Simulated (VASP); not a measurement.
# N (Fm-3m) in VASP: single point with PBEsol

Aim: the single point of N with PBEsol.

Everything below comes from runs of VASP 6.6.1. Logs are shortened: lines on timing, memory, paths and dates and some standing lists are left out, and cuts for length are marked.

## Step 1: The cell of the first run

The structure is cubic, space group Fm-3m (No. 225). Conventional cell: a = 3.108 Å, b = 3.108 Å, c = 3.108 Å, α = 90.00°, β = 90.00°, γ = 90.00°. Within 2.9 Å of N (site symmetry m-3m) lie 12 N at 2.20 Å.

## Step 2: Single point, PBEsol

File INCAR:

```
PREC = Accurate
ENCUT = 520
EDIFF = 1E-6
ISMEAR = 1
SIGMA = 0.1
LREAL = False
LASPH = True
NELM = 80
ALGO = Normal
ISIF = 2
LWAVE = False
LCHARG = True
GGA = PS
LELF = True
LVHAR = True
NBANDS = 8
```

File KPOINTS:

```
Automatic mesh
0
Gamma
  14 14 14
```

File POSCAR:

```
N
1.0
    0.0000000000      1.5538100000      1.5538100000
    1.5538100000      0.0000000000      1.5538100000
    1.5538100000      1.5538100000      0.0000000000
N
1
Direct
    0.0000000000      0.0000000000      0.0000000000
```

Potentials or basis: VASP PAW PBE potentials, release 64 (N).

Started as:

```console
> cat potpaw_PBE.64/N/POTCAR > POTCAR
> mpirun -np 1 vasp_std > vasp.out
```

OUTCAR:

```text
PREC = Accurate
   ENCUT = 520
   EDIFF = 1E-6
   ISMEAR = 1
   LREAL = False
   LASPH = True
   NELM = 80
   ISIF = 2
   GGA = PS

 ion  position               nearest neighbor table
   1  0.000  0.000  0.000-

  LATTYP: Found a face centered cubic cell.
 ALAT       =     3.1076200000

  Lattice vectors:

 A1 = (   0.0000000000,   1.5538100000,   1.5538100000)
 A2 = (   1.5538100000,   0.0000000000,   1.5538100000)
 A3 = (   1.5538100000,   1.5538100000,   0.0000000000)

Analysis of symmetry for initial positions (statically):
=====================================================================
 Subroutine PRICEL returns:
 Original cell was already a primitive cell.

 Routine SETGRP: Setting up the symmetry group for a
 face centered cubic supercell.

 Subroutine GETGRP returns: Found 48 space group operations
 (whereof 48 operations were pure point group operations)
 out of a pool of 48 trial point group operations.

The static configuration has the point symmetry O_h .

Analysis of symmetry for dynamics (positions and initial velocities):
=====================================================================
 Subroutine PRICEL returns:
 Original cell was already a primitive cell.

 Routine SETGRP: Setting up the symmetry group for a
 face centered cubic supercell.

 Subroutine GETGRP returns: Found 48 space group operations
 (whereof 48 operations were pure point group operations)
 out of a pool of 48 trial point group operations.

The dynamic configuration has the point symmetry O_h .

 Subroutine INISYM returns: Found 48 space group operations
 (whereof 48 operations are pure point group operations),
 and found     1 'primitive' translations

----------------------------------------------------------------------------------------

                                     Primitive cell

  volume of cell :       7.5028

  direct lattice vectors                    reciprocal lattice vectors
     0.000000000  1.553810000  1.553810000    -0.321789665  0.321789665  0.321789665
     1.553810000  0.000000000  1.553810000     0.321789665 -0.321789665  0.321789665
     1.553810000  1.553810000  0.000000000     0.321789665  0.321789665 -0.321789665

  length of vectors
     2.197419175  2.197419175  2.197419175     0.557356050  0.557356050  0.557356050

  position of ions in fractional coordinates (direct lattice)
     0.000000000  0.000000000  0.000000000

  ion indices of the primitive-cell ions
   primitive index   ion index
                 1           1

----------------------------------------------------------------------------------------

 KPOINTS: Automatic mesh

Automatic generation of k-mesh.
 Grid dimensions read from file:
 generate k-points for:   14   14   14

 Generating k-lattice:

  Cartesian coordinates                     Fractional coordinates (reciprocal lattice)
    -0.022984976  0.022984976  0.022984976     0.071428571  0.000000000  0.000000000
     0.022984976 -0.022984976  0.022984976     0.000000000  0.071428571  0.000000000
     0.022984976  0.022984976 -0.022984976     0.000000000  0.000000000  0.071428571

  Length of vectors
     0.039811146  0.039811146  0.039811146

  Shift w.r.t. Gamma in fractional coordinates (k-lattice)
     0.000000000  0.000000000  0.000000000

 Subroutine IBZKPT returns following result:
 ===========================================

 Found    104 irreducible k-points:

 Following reciprocal coordinates:
            Coordinates               Weight
  0.000000  0.000000  0.000000      1.000000
  0.071429  0.000000  0.000000      8.000000
  0.142857  0.000000  0.000000      8.000000
  0.214286  0.000000  0.000000      8.000000
  0.285714  0.000000  0.000000      8.000000
  0.357143  0.000000  0.000000      8.000000
[... 16 lines left out ...]
  0.214286  0.142857  0.000000     24.000000
  0.285714  0.142857  0.000000     24.000000
 [... further k-points ...]
   k-points           NKPTS =    104   k-points in BZ     NKDIM =    104   number of bands    NBANDS=      8
   number of dos      NEDOS =    301   number of ions     NIONS =      1
   total plane-waves  NPLWV =   4096
   dimension x,y,z NGX =    16 NGY =   16 NGZ =   16
   dimension x,y,z NGXF=    32 NGYF=   32 NGZF=   32
   ions per type =               1
   NGX,Y,Z   is equivalent  to a cutoff of  12.10, 12.10, 12.10 a.u.
   NGXF,Y,Z  is equivalent  to a cutoff of  24.21, 24.21, 24.21 a.u.
 SYSTEM =  unknown system
   PREC   = accura    normal or accurate (medium, high low for compatibility)
   ISTART =      0    job   : 0-new  1-cont  2-samecut
   ICHARG =      2    charge: 1-file 2-atom 10-const
   ISPIN  =      1    spin polarized calculation?
   LNONCOLLINEAR =      F non collinear calculations
   LSORBIT =      F    spin-orbit coupling
   LASPH  =      T    aspherical Exc in radial PAW
   ENCUT  =  520.0 eV  38.22 Ry    6.18 a.u.   4.09  4.09  4.09*2*pi/ulx,y,z
   NELM   =     80;   NELMIN=  2; NELMDL= -5     # of ELM steps
   EDIFF  = 0.1E-05   stopping-criterion for ELM
   LREAL  =      F    real-space projection
   EDIFFG = 0.1E-04   stopping-criterion for IOM
   NSW    =      0    number of steps for IOM
   IBRION =     -1    ionic relax: 0-MD 1-quasi-New 2-CG
   NFREE  =      0    steps in history (QN), initial steepest desc. (CG)
   ISIF   =      2    stress and relaxation
   ISYM   =      2    0-nonsym 1-usesym 2-fastsym
   POTIM  = 0.5000    time-step for ionic-motion
   TEBEG  =    0.0;   TEEND  =   0.0 temperature during run
   PSTRESS=    0.0 pullay stress
   NELECT =       5.0000    total number of electrons
   NUPDOWN=      -1.0000    fix difference up-down
   EMIN   =  10.00;   EMAX   =-10.00  energy-range for DOS
   EFERMI =   0.00;   METHOD = LEGACY
   ISMEAR =     1;   SIGMA  =   0.10  broadening in eV -4-tet -1-fermi 0-gaus
   EFERMI_NEDOS =   21; number of points for ismear=-14 and -15
   IALGO  =     38    algorithm
   IMIX   =      4    mixing-type and parameters
     AMIX     =   0.40;   BMIX     =  1.00
     AMIX_MAG =   1.60;   BMIX_MAG =  1.00
  volume/ion in A,a.u.               =       7.50        50.63
  Fermi-wavevector in a.u.,A,eV,Ry     =   1.429959  2.702231 27.820959  2.044783
  Thomas-Fermi vector in A             =   2.549856
   LORBIT       =      0    0 simple, 1 ext, 2 COOP (PROOUT), +10 PAW based schemes
   GGA     = PS    functional components
   LHFCALC =     F    Hartree Fock is set to
   AEXX    =    0.0000 exact exchange contribution
   IVDW    =     0    specifies the selected vdW correction
   LEPSILON=     F    determine dielectric tensor
   LRPA    =     F    only Hartree local field effects (RPA)
 non-spin polarized calculation
 Methfessel and Paxton  Order N= 1 SIGMA  =   0.10
  energy-cutoff  :      520.00
  volume of cell :        7.50
 maximum number of plane-waves:       210
   NGX =  9   NGY =  9   NGZ =  9

 number of electron       4.9999999 magnetization

 Free energy of the ion-electron system (eV)
  ---------------------------------------------------
  ext. energy  EPLUGINS =         0.00000000
  ---------------------------------------------------
  free energy    TOTEN  =        -4.30116080 eV

  energy without entropy =       -4.30159187  energy(sigma->0) =       -4.30130449

 E-fermi :   5.4999     XC(G=0): -12.8633

 val. band max:        5.4788752469   @ k =  -0.4286   0.4286   0.0714
 cond. band min:       5.5099229955   @ k =   0.5000   0.4286   0.0714
 fundamental gap:      0.0310477487
 Fermi energy:         5.4999041387

 k-point     1 :       0.0000    0.0000    0.0000
  band No.  band energies     occupation
      1     -14.7413      2.00000
      2       9.5536      0.00000
      3       9.5536      0.00000
      4       9.5536      0.00000
      5      28.9151      0.00000
      6      37.2599      0.00000
      7      37.2599      0.00000
      8      37.2599      0.00000

 k-point     2 :       0.0714    0.0000    0.0000
  band No.  band energies     occupation
      1     -14.5536      2.00000
      2       9.0542      0.00000
      3       9.4863      0.00000
      4       9.4863      0.00000
      5      29.0770      0.00000
      6      35.4262      0.00000
      7      37.4889      0.00000
      8      37.4889      0.00000

 k-point     3 :       0.1429    0.0000    0.0000
  band No.  band energies     occupation
      1     -13.9949      2.00000
      2       7.6449      0.00000
      3       9.3027      0.00000
      4       9.3027      0.00000
      5      29.4422      0.00000
      6      33.0638      0.00000
      7      37.9123      0.00000
      8      37.9123      0.00000

 k-point     4 :       0.2143    0.0000    0.0000
  band No.  band energies     occupation
      1     -13.0763      2.00000
      2       5.5600      0.15897
      3       9.0507      0.00000
      4       9.0507      0.00000
      5      29.5114      0.00000
      6      31.7091      0.00000
      7      37.7346      0.00000
      8      37.7346      0.00000

 k-point     5 :       0.2857    0.0000    0.0000
  band No.  band energies     occupation
      1     -11.8260      2.00000
      2       3.0930      2.00000
      3       8.7870      0.00000
      4       8.7870      0.00000
      5      28.8299      0.00000
      6      31.6555      0.00000
      7      36.7665      0.00000
      8      36.7665      0.00000
[... 177 lines left out ...]
 k-point    22 :       0.1429    0.1429    0.0000
  band No.  band energies     occupation
      1     -13.7468      2.00000
      2       8.1895      0.00000
      3       8.6711      0.00000
      4       8.6711      0.00000
      5      29.2900      0.00000
      6      31.6749      0.00000
      7      38.6414      0.00000
      8      38.6414      0.00000

 k-point    23 :       0.2143    0.1429    0.0000
  band No.  band energies     occupation
      1     -13.0726      2.00000
      2       6.8641     -0.00000
      3       8.2836      0.00000
      4       8.4958      0.00000
      5      29.0995      0.00000
      6      30.3397      0.00000
      7      36.7313      0.00000
      8      39.1566      0.00000

 k-point    24 :       0.2857    0.1429    0.0000
  band No.  band energies     occupation
      1     -12.0512      2.00000
      2       4.8709      2.00000
      3       7.9533      0.00000
      4       8.1927      0.00000
      5      28.5638      0.00000
      6      29.7533      0.00000
      7      35.2185      0.00000
      8      39.0462      0.00000

 [... further k-points ...]
[... 5 lines left out ...]
  --------------------------------------------------------------------------------------
  -------------------------------------------------------------------------------------
  Total       -0.3524973     -0.3524973     -0.3524973     -0.0000000      0.0000000     -0.0000000
  in kB      -75.2735992    -75.2735992    -75.2735992     -0.0000000      0.0000000     -0.0000000
  external PRESSURE =     -75.2735992 kB  Pullay stress =       0.0000000 kB

 VOLUME and BASIS-vectors are now :
 -----------------------------------------------------------------------------
  energy-cutoff  :      520.00
  volume of cell :        7.50
      direct lattice vectors                 reciprocal lattice vectors
     0.000000000  1.553810000  1.553810000    -0.321789665  0.321789665  0.321789665
     1.553810000  0.000000000  1.553810000     0.321789665 -0.321789665  0.321789665
     1.553810000  1.553810000  0.000000000     0.321789665  0.321789665 -0.321789665

 POSITION                                       TOTAL-FORCE (eV/Angst)
 -----------------------------------------------------------------------------------
      0.00000      0.00000      0.00000        -0.000000     -0.000000     -0.000000
 -----------------------------------------------------------------------------------
    total drift:                                0.000000      0.000000      0.000000

  FREE ENERGIE OF THE ION-ELECTRON SYSTEM (eV)
  ---------------------------------------------------
  free  energy   TOTEN  =        -4.3011608034 eV

  energy  without entropy=       -4.3015918665  energy(sigma->0) =       -4.30130449
```

It took 3.2 s on 1 thread of Intel Xeon 6975P-C, shared host; peak memory 0.11 GiB.

What came out:

| Item | Value |
| --- | --- |
| Free energy | -4.3012 eV |
| Pressure | -7.5 GPa |

Caveat: the PAW data sets were made with another functional, which shifts forces and pressure a little.
